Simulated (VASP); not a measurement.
# Al2Cu (P1) in VASP: further runs, part 3 of 3

VASP 6.6.1.

## (5) Single point, r2SCAN

POSCAR

```
Al2Cu
1.0
    4.0866984621      0.0013549814     -0.0100177851
    0.0013549814      4.1025583957      0.0178365925
   -0.0070556074      0.0125624568      2.9085422956
Al Cu
2 1
Direct
    0.4687560276      0.0117958310      0.4766540501
    0.0213922591      0.5074259987      0.4270045301
    0.0251393845      0.0352885078      0.0181625366
```

INCAR.step1

```
ALGO     = Normal         # electronic algorithm
EDIFF    = 1E-4           # SCF threshold, eV
ENCUT    = 520            # plane-wave cutoff, eV
GGA      = PE             # functional
ISMEAR   = 0              # smearing method
LASPH    = T              # aspherical terms in the spheres
LCHARG   = F              # write CHGCAR
LREAL    = F              # projectors in reciprocal space
LWAVE    = T              # write WAVECAR
NBANDS   = 16             # bands
NELM     = 100            # most SCF steps
PREC     = Accurate       # precision mode
SIGMA    = 0.1            # smearing width, eV
```

INCAR.step2

```
ALGO     = Normal         # electronic algorithm
EDIFF    = 1E-6           # SCF threshold, eV
ENCUT    = 520            # plane-wave cutoff, eV
ISIF     = 2              # what is computed and relaxed
ISMEAR   = 0              # smearing method
ISTART   = 1            
LASPH    = T              # aspherical terms in the spheres
LCHARG   = F              # write CHGCAR
LMIXTAU  = T            
LREAL    = F              # projectors in reciprocal space
LWAVE    = F              # write WAVECAR
METAGGA  = R2SCAN         # meta-GGA
NBANDS   = 16             # bands
NELM     = 100            # most SCF steps
PREC     = Accurate       # precision mode
SIGMA    = 0.1            # smearing width, eV
```

KPOINTS

```
k-points
0
Gamma
  6 6 8
```

Potentials or basis: VASP PAW PBE potentials, release 64 (Al, Cu).

Run with:

```bash
$ cat potpaw_PBE.64/Al/POTCAR potpaw_PBE.64/Cu/POTCAR > POTCAR
$ cp INCAR.step1 INCAR
$ mpirun -np 1 vasp_std > vasp.out
$ cp INCAR.step2 INCAR
$ mpirun -np 1 vasp_std > vasp.out
```

OUTCAR:

```text
EDIFF = 1E-6
   ENCUT = 520
   ISIF = 2
   ISMEAR = 0
   ISTART = 1
   LASPH = T
   LREAL = F
   METAGGA = R2SCAN
   NELM = 100
   PREC = Accurate

 ion  position               nearest neighbor table
   1  0.469  0.012  0.477-   3 2.25   3 2.41   3 2.64   2 2.74   3 2.76   2 2.77   2 3.04   2 3.07

   2  0.021  0.507  0.427-   3 2.28   3 2.46   3 2.58   1 2.74   1 2.77   3 2.78   1 3.04   1 3.07

   3  0.025  0.035  0.018-   1 2.25   2 2.28   1 2.41   2 2.46   2 2.58   1 2.64   1 2.76   2 2.78

  LATTYP: Found a triclinic cell.
 ALAT       =     2.9085779828
 B/A-ratio  =     1.7360885874
 C/A-ratio  =     1.4050546312
 COS(alpha) =     0.0022793445
 COS(beta)  =     0.0048756307
 COS(gamma) =     0.5830481950

  Lattice vectors:

 A1 = (  -0.0070556074,   0.0125624568,   2.9085422956)
 A2 = (  -0.0057006260,   4.1151208525,   2.9263788881)
 A3 = (  -4.0866984621,  -0.0013549814,   0.0100177851)

Analysis of symmetry for initial positions (statically):
=====================================================================
 Subroutine PRICEL returns:
 Original cell was already a primitive cell.

 Routine SETGRP: Setting up the symmetry group for a
 triclinic supercell.

 Subroutine GETGRP returns: Found  1 space group operations
 (whereof  1 operations were pure point group operations)
 out of a pool of  2 trial point group operations.

The static configuration has the point symmetry C_1 .

Analysis of symmetry for dynamics (positions and initial velocities):
=====================================================================
 Subroutine PRICEL returns:
 Original cell was already a primitive cell.

 Routine SETGRP: Setting up the symmetry group for a
 triclinic supercell.

 Subroutine GETGRP returns: Found  1 space group operations
 (whereof  1 operations were pure point group operations)
 out of a pool of  2 trial point group operations.

[... 114 lines left out ...]
   NUPDOWN=      -1.0000    fix difference up-down
   EMIN   =  10.00;   EMAX   =-10.00  energy-range for DOS
   EFERMI =   0.00;   METHOD = LEGACY
   ISMEAR =     0;   SIGMA  =   0.10  broadening in eV -4-tet -1-fermi 0-gaus
   EFERMI_NEDOS =   21; number of points for ismear=-14 and -15
   IALGO  =     38    algorithm
   IMIX   =      4    mixing-type and parameters
     AMIX     =   0.40;   BMIX     =  1.00
     AMIX_MAG =   1.60;   BMIX_MAG =  1.00
  volume/ion in A,a.u.               =      16.25       109.69
  Fermi-wavevector in a.u.,A,eV,Ry     =   1.152198  2.177339 18.062556  1.327560
  Thomas-Fermi vector in A             =   2.288851
   LORBIT       =      0    0 simple, 1 ext, 2 COOP (PROOUT), +10 PAW based schemes
   METAGGA = R2SCAN    functional components
   LHFCALC =     F    Hartree Fock is set to
   AEXX    =    0.0000 exact exchange contribution
   IVDW    =     0    specifies the selected vdW correction
   LEPSILON=     F    determine dielectric tensor
   LRPA    =     F    only Hartree local field effects (RPA)
 non-spin polarized calculation
 Gauss-broadening in eV      SIGMA  =   0.10
  energy-cutoff  :      520.00
  volume of cell :       48.76
 maximum number of plane-waves:      1329
   NGX = 15   NGY = 15   NGZ = 11

 number of electron      17.0000009 magnetization

 Free energy of the ion-electron system (eV)
  ---------------------------------------------------
  ext. energy  EPLUGINS =         0.00000000
  ---------------------------------------------------
  free energy    TOTEN  =       -23.97028367 eV

  energy without entropy =      -23.96453880  energy(sigma->0) =      -23.96741124

 E-fermi :   7.1675     XC(G=0): -11.0873

 val. band max:        7.1630239063   @ k =   0.1667   0.1667   0.5000
 cond. band min:       7.2245350691   @ k =   0.3333   0.5000   0.5000
 fundamental gap:      0.0615111629
 Fermi energy:         7.1674798558

 k-point     1 :       0.0000    0.0000    0.0000
  band No.  band energies     occupation
      1      -4.0482      2.00000
      2       1.4018      2.00000
      3       1.8313      2.00000
      4       2.4791      2.00000
      5       2.6838      2.00000
      6       2.7137      2.00000
[... 433 lines left out ...]
      3       1.8758      2.00000
      4       2.3077      2.00000
      5       2.4918      2.00000
      6       2.5472      2.00000
[... 8 lines left out ...]
     15      17.7918      0.00000
     16      19.9834      0.00000

 [... further k-points ...]
[... 5 lines left out ...]
  --------------------------------------------------------------------------------------
  -------------------------------------------------------------------------------------
  Total        1.0350666      0.9830010      0.0280174     -0.2346885      0.5743723      0.8692897
  in kB       34.0084566     32.2977718      0.9205489     -7.7109952     18.8717457     28.5616424
  external PRESSURE =      22.4089258 kB  Pullay stress =       0.0000000 kB

 VOLUME and BASIS-vectors are now :
 -----------------------------------------------------------------------------
  energy-cutoff  :      520.00
  volume of cell :       48.76
      direct lattice vectors                 reciprocal lattice vectors
     4.086698462  0.001354981 -0.010017785     0.244697785 -0.000083400  0.000593954
     0.001354981  4.102558396  0.017836593    -0.000083400  0.243754945 -0.001053019
    -0.007055607  0.012562457  2.908542296     0.000843315 -0.001495111  0.343823342

 POSITION                                       TOTAL-FORCE (eV/Angst)
 -----------------------------------------------------------------------------------
      1.91232      0.05502      1.38188         2.233036     -0.104156      0.517722
      0.08510      2.08714      1.25080        -0.512682      0.939038      0.816657
      0.10266      0.14504      0.05320        -1.720354     -0.834881     -1.334379
 -----------------------------------------------------------------------------------
    total drift:                                0.006412      0.005497      0.000984

  FREE ENERGIE OF THE ION-ELECTRON SYSTEM (eV)
  ---------------------------------------------------
  free  energy   TOTEN  =       -23.9702836682 eV

  energy  without entropy=      -23.9645388023  energy(sigma->0) =      -23.96741124
```

OUTCAR.step1:

```text
EDIFF = 1E-4
   ENCUT = 520
   GGA = PE
   ISMEAR = 0
[... 688 lines left out ...]
      1.91232      0.05502      1.38188         2.268480     -0.127057      0.528875
      0.08510      2.08714      1.25080        -0.502472      0.963847      0.803682
      0.10266      0.14504      0.05320        -1.766008     -0.836789     -1.332556
 -----------------------------------------------------------------------------------
    total drift:                               -0.000012      0.001144     -0.000152

  FREE ENERGIE OF THE ION-ELECTRON SYSTEM (eV)
  ---------------------------------------------------
  free  energy   TOTEN  =       -10.8602733860 eV

  energy  without entropy=      -10.8543508776  energy(sigma->0) =      -10.85731213
```

It took 7.7 min on 1 thread of Intel Xeon 8259CL, shared host; peak memory 0.25 GiB.

What came out:

```
Free energy   : -23.9703 eV
Pressure      : 2.2 GPa
Largest force : 2.332 eV/Å
```

Forces on the atoms (eV/Å):
```
Al   2.233 -0.104  0.518
Al  -0.513  0.939  0.817
Cu  -1.720 -0.835 -1.334
```

Stress tensor (GPa, compression positive):
```
 3.40 -0.77  2.86
-0.77  3.23  1.89
 2.86  1.89  0.09
```

Caveat: the PAW data sets were made with another functional, which shifts forces and pressure a little.

## (6) Summary

| k mesh | gap on the mesh (eV) | pressure (GPa) | largest force (eV/Å) |
| --- | --- | --- | --- |
| 2 × 2 × 4 | none | 5.4 | 2.38 |
| 4 × 4 × 4 | none | 3.2 | 2.43 |
| 4 × 4 × 6 | none | 1.9 | 2.34 |
| 6 × 6 × 8 | none | 2.2 | 2.33 |

Alike in all rows: task single point; level r2SCAN; potentials or basis VASP PAW PBE potentials, release 64 (Al, Cu); no spin polarisation; cell as given; cutoff (eV) 520; smearing gaussian 0.1 eV.

Caveats: some runs use coarse meshes; the PAW data sets were made with another functional, which shifts forces and pressure a little.

Absolute energies hang on the potentials; compare differences alone.
